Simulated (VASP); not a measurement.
# CaTlIr3 (Pm-3m) in VASP: a series of runs, part 2 of 2

VASP 6.6.1. Earlier steps stand in the parts before.

## Step 3: Single point, PBE

This run uses another cell than the first one, of 17.90 Å³/atom.

INCAR reads:

```
SYSTEM = CaTlIr3
ALGO = Normal ; EDIFF = 1E-6
ENCUT = 520 ; GGA = PE
ISIF = 2 ; ISMEAR = 0
LASPH = .True. ; LCHARG = .True.
LELF = .True. ; LREAL = .False.
LVHAR = .True. ; LWAVE = .False.
NBANDS = 33 ; NELM = 100
PREC = Accurate ; SIGMA = 0.1
```

KPOINTS reads:

```
k-points
0
Gamma
  4 4 4
  0 0 0
```

POSCAR reads:

```
CaTlIr3
1.0
    4.4731093900      0.0000000000      0.0000000000
    0.0000000000      4.4731093900      0.0000000000
    0.0000000000      0.0000000000      4.4731093900
Ca Tl Ir
1 1 3
Direct
    0.5000000000      0.5000000000      0.5000000000
    0.0000000000      0.0000000000      0.0000000000
    0.5000000000      0.0000000000      0.0000000000
    0.0000000000      0.5000000000      0.0000000000
    0.0000000000      0.0000000000      0.5000000000
```

Potentials or basis: VASP PAW PBE potentials, release 64 (Ca_sv, Tl_d, Ir).

The run is started by

```
> cat potpaw_PBE.64/Ca_sv/POTCAR potpaw_PBE.64/Tl_d/POTCAR potpaw_PBE.64/Ir/POTCAR > POTCAR
> mpirun -np 1 vasp_std > vasp.out
```

OUTCAR:

```text
SYSTEM = CaTlIr3
   EDIFF = 1E-6
   ENCUT = 520
   GGA = PE
   ISIF = 2
   ISMEAR = 0
   LASPH = .True.
   LREAL = .False.
   NELM = 100
   PREC = Accurate

 ion  position               nearest neighbor table
   1  0.500  0.500  0.500-   3 3.16   4 3.16   5 3.16   3 3.16   4 3.16   3 3.16   5 3.16   3 3.16
                             4 3.16   5 3.16   4 3.16   5 3.16
   2  0.000  0.000  0.000-   3 2.24   4 2.24   5 2.24   5 2.24   4 2.24   3 2.24
   3  0.500  0.000  0.000-   2 2.24   2 2.24   4 3.16   5 3.16   1 3.16   5 3.16   1 3.16   4 3.16
                             1 3.16   1 3.16   4 3.16   5 3.16   5 3.16   4 3.16
   4  0.000  0.500  0.000-   2 2.24   2 2.24   3 3.16   5 3.16   1 3.16   5 3.16   1 3.16   3 3.16
                             5 3.16   5 3.16   1 3.16   3 3.16   1 3.16   3 3.16
   5  0.000  0.000  0.500-   2 2.24   2 2.24   3 3.16   4 3.16   1 3.16   3 3.16   4 3.16   1 3.16
                             4 3.16   4 3.16   1 3.16   3 3.16   3 3.16   1 3.16

  LATTYP: Found a simple cubic cell.
 ALAT       =     4.4731093900

  Lattice vectors:

 A1 = (   4.4731093900,   0.0000000000,   0.0000000000)
 A2 = (   0.0000000000,   4.4731093900,   0.0000000000)
 A3 = (   0.0000000000,   0.0000000000,   4.4731093900)

Analysis of symmetry for initial positions (statically):
=====================================================================
 Subroutine PRICEL returns:
 Original cell was already a primitive cell.

 Routine SETGRP: Setting up the symmetry group for a
 simple cubic supercell.

 Subroutine GETGRP returns: Found 48 space group operations
 (whereof 48 operations were pure point group operations)
 out of a pool of 48 trial point group operations.

The static configuration has the point symmetry O_h .

Analysis of symmetry for dynamics (positions and initial velocities):
=====================================================================
 Subroutine PRICEL returns:
 Original cell was already a primitive cell.

 Routine SETGRP: Setting up the symmetry group for a
 simple cubic supercell.

 Subroutine GETGRP returns: Found 48 space group operations
 (whereof 48 operations were pure point group operations)
 out of a pool of 48 trial point group operations.

The dynamic configuration has the point symmetry O_h .

 Subroutine INISYM returns: Found 48 space group operations
 (whereof 48 operations are pure point group operations),
 and found     1 'primitive' translations

----------------------------------------------------------------------------------------

                                     Primitive cell

  volume of cell :      89.5011

  direct lattice vectors                    reciprocal lattice vectors
     4.473109390  0.000000000  0.000000000     0.223558137  0.000000000  0.000000000
     0.000000000  4.473109390  0.000000000     0.000000000  0.223558137  0.000000000
     0.000000000  0.000000000  4.473109390     0.000000000  0.000000000  0.223558137

  length of vectors
     4.473109390  4.473109390  4.473109390     0.223558137  0.223558137  0.223558137

  position of ions in fractional coordinates (direct lattice)
     0.500000000  0.500000000  0.500000000
     0.000000000  0.000000000  0.000000000
     0.500000000  0.000000000  0.000000000
     0.000000000  0.500000000  0.000000000
     0.000000000  0.000000000  0.500000000

  ion indices of the primitive-cell ions
   primitive index   ion index
                 1           1
                 2           2
                 3           3
                 4           4
                 5           5

[... 34 lines left out ...]
  0.250000  0.250000  0.250000      8.000000
  0.500000  0.250000  0.250000     12.000000
  0.500000  0.500000  0.250000      6.000000
  0.500000  0.500000  0.500000      1.000000
   k-points           NKPTS =     10   k-points in BZ     NKDIM =     10   number of bands    NBANDS=     33
   number of dos      NEDOS =    301   number of ions     NIONS =      5
   total plane-waves  NPLWV =  46656
   dimension x,y,z NGX =    36 NGY =   36 NGZ =   36
   dimension x,y,z NGXF=    72 NGYF=   72 NGZF=   72
   ions per type =               1   1   3
   NGX,Y,Z   is equivalent  to a cutoff of  13.38, 13.38, 13.38 a.u.
   NGXF,Y,Z  is equivalent  to a cutoff of  26.76, 26.76, 26.76 a.u.
 SYSTEM =  CaTlIr3
   PREC   = accura    normal or accurate (medium, high low for compatibility)
   ISTART =      0    job   : 0-new  1-cont  2-samecut
   ICHARG =      2    charge: 1-file 2-atom 10-const
   ISPIN  =      1    spin polarized calculation?
   LNONCOLLINEAR =      F non collinear calculations
   LSORBIT =      F    spin-orbit coupling
   LASPH  =      T    aspherical Exc in radial PAW
   ENCUT  =  520.0 eV  38.22 Ry    6.18 a.u.   8.32  8.32  8.32*2*pi/ulx,y,z
   NELM   =    100;   NELMIN=  2; NELMDL= -5     # of ELM steps
   EDIFF  = 0.1E-05   stopping-criterion for ELM
   LREAL  =      F    real-space projection
   EDIFFG = 0.1E-04   stopping-criterion for IOM
   NSW    =      0    number of steps for IOM
   IBRION =     -1    ionic relax: 0-MD 1-quasi-New 2-CG
   NFREE  =      0    steps in history (QN), initial steepest desc. (CG)
   ISIF   =      2    stress and relaxation
   ISYM   =      2    0-nonsym 1-usesym 2-fastsym
   POTIM  = 0.5000    time-step for ionic-motion
   TEBEG  =    0.0;   TEEND  =   0.0 temperature during run
   PSTRESS=    0.0 pullay stress
   NELECT =      50.0000    total number of electrons
   NUPDOWN=      -1.0000    fix difference up-down
   EMIN   =  10.00;   EMAX   =-10.00  energy-range for DOS
   EFERMI =   0.00;   METHOD = LEGACY
   ISMEAR =     0;   SIGMA  =   0.10  broadening in eV -4-tet -1-fermi 0-gaus
   EFERMI_NEDOS =   21; number of points for ismear=-14 and -15
   IALGO  =     38    algorithm
   IMIX   =      4    mixing-type and parameters
     AMIX     =   0.40;   BMIX     =  1.00
     AMIX_MAG =   1.60;   BMIX_MAG =  1.00
  volume/ion in A,a.u.               =      17.90       120.80
  Fermi-wavevector in a.u.,A,eV,Ry     =   1.348307  2.547930 24.734447  1.817931
  Thomas-Fermi vector in A             =   2.475986
   LORBIT       =      0    0 simple, 1 ext, 2 COOP (PROOUT), +10 PAW based schemes
   GGA     = PE    functional components
   LHFCALC =     F    Hartree Fock is set to
   AEXX    =    0.0000 exact exchange contribution
   IVDW    =     0    specifies the selected vdW correction
   LEPSILON=     F    determine dielectric tensor
   LRPA    =     F    only Hartree local field effects (RPA)
 non-spin polarized calculation
 Gauss-broadening in eV      SIGMA  =   0.10
  energy-cutoff  :      520.00
  volume of cell :       89.50
 maximum number of plane-waves:      2469
 NGX is ok and might be reduce to    36
   NGX = 17   NGY = 17   NGZ = 17

 number of electron      50.0000002 magnetization

 Free energy of the ion-electron system (eV)
  ---------------------------------------------------
  ext. energy  EPLUGINS =         0.00000000
  ---------------------------------------------------
  free energy    TOTEN  =       -17.42107812 eV

  energy without entropy =      -17.37848919  energy(sigma->0) =      -17.39978366

 E-fermi :   7.2911     XC(G=0): -12.0069

 val. band max:        7.2585282044   @ k =   0.2500   0.2500   0.0000
 cond. band min:       7.2984055403   @ k =   0.2500   0.2500   0.2500
 fundamental gap:      0.0398773359
 Fermi energy:         7.2910707098

 k-point     1 :       0.0000    0.0000    0.0000
  band No.  band energies     occupation
      1     -32.2439      2.00000
      2     -13.2943      2.00000
      3     -13.2943      2.00000
      4     -13.2943      2.00000
      5      -7.2267      2.00000
      6      -7.2267      2.00000
[... 349 lines left out ...]
     32      13.4274      0.00000
     33      13.4274      0.00000

------------------------ aborting loop because EDIFF is reached ----------------------------------------

  FORCE on cell =-STRESS in cart. coord.  units (eV):
  Direction    XX          YY          ZZ          XY          YZ          ZX
  --------------------------------------------------------------------------------------
  -------------------------------------------------------------------------------------
  Total       39.0120968     39.0120968     39.0120968      0.0000000      0.0000000      0.0000000
  in kB      698.3631546    698.3631546    698.3631546      0.0000000      0.0000000      0.0000000
  external PRESSURE =     698.3631546 kB  Pullay stress =       0.0000000 kB

 VOLUME and BASIS-vectors are now :
 -----------------------------------------------------------------------------
  energy-cutoff  :      520.00
  volume of cell :       89.50
      direct lattice vectors                 reciprocal lattice vectors
     4.473109390  0.000000000  0.000000000     0.223558137  0.000000000  0.000000000
     0.000000000  4.473109390  0.000000000     0.000000000  0.223558137  0.000000000
     0.000000000  0.000000000  4.473109390     0.000000000  0.000000000  0.223558137

 POSITION                                       TOTAL-FORCE (eV/Angst)
 -----------------------------------------------------------------------------------
      2.23655      2.23655      2.23655         0.000000      0.000000      0.000000
      0.00000      0.00000      0.00000         0.000000      0.000000      0.000000
      2.23655      0.00000      0.00000         0.000000      0.000000      0.000000
      0.00000      2.23655      0.00000         0.000000      0.000000      0.000000
      0.00000      0.00000      2.23655         0.000000      0.000000      0.000000
 -----------------------------------------------------------------------------------
    total drift:                                0.000000      0.000000     -0.000000

  FREE ENERGIE OF THE ION-ELECTRON SYSTEM (eV)
  ---------------------------------------------------
  free  energy   TOTEN  =       -17.4210781247 eV

  energy  without entropy=      -17.3784891901  energy(sigma->0) =      -17.39978366
```

stdout:

```text
POSCAR found type information on POSCAR CaTlIr
 POSCAR found :  3 types and       5 ions
 scaLAPACK will be used
 LDA part: xc-table for (Slater+PW92), standard interpolation
 POSCAR, INCAR and KPOINTS ok, starting setup
 FFT: planning ... GRIDC
 FFT: planning ... GRID_SOFT
 FFT: planning ... GRID
 WAVECAR not read
 entering main loop
```

It took 33 s on 1 thread of Intel Xeon Platinum 8488C (Sapphire Rapids), shared host; peak memory 0.22 GiB.

What came out:

```
Free energy            : -17.4211 eV
Pressure               : 69.8 GPa
Band gap on the k mesh : zero (bands 25 and 26 overlap by 0.32 eV)
```

Caveat: the cell stands under pressure; spin-orbit coupling is left out, which moves the levels of the heavy elements.
